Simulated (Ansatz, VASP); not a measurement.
**ZnS in VASP and in Ansatz**

```
CELL_PARAMETERS angstrom
0.00000 2.58632 2.81982
2.58632 0.00000 2.81982
2.58632 2.58632 0.00000
ATOMIC_POSITIONS crystal
Zn 0.00000 0.00000 0.00000
S 0.25000 0.25000 0.25000
```

Change from the starting cell: epitaxial_xy strain -4.0%.

Alike in both runs: task single point; functional PBE; k mesh 8 × 8 × 8; occupations fermi-dirac, width 0.02 eV; no spin polarisation.

|  | VASP | Ansatz |
| --- | --- | --- |
| version | VASP 6.6.1 | Ansatz 0.2.0 |
| potentials or method | VASP PAW PBE potentials, release 64 (Zn, S) | plane waves, PAW |
| plane-wave cutoff (eV) | 520 | 420 |
| valence electrons in the cell | 18 | 18 |

```csv
,VASP,Ansatz,Ansatz less VASP
gap on the k mesh at the Fermi level (eV),2.16,2.16,-0.008
pressure (GPa),5.3,5.2,-0.14
"traceless stress, the component that is largest in VASP (GPa)",-2.64,-2.66,-0.020
```
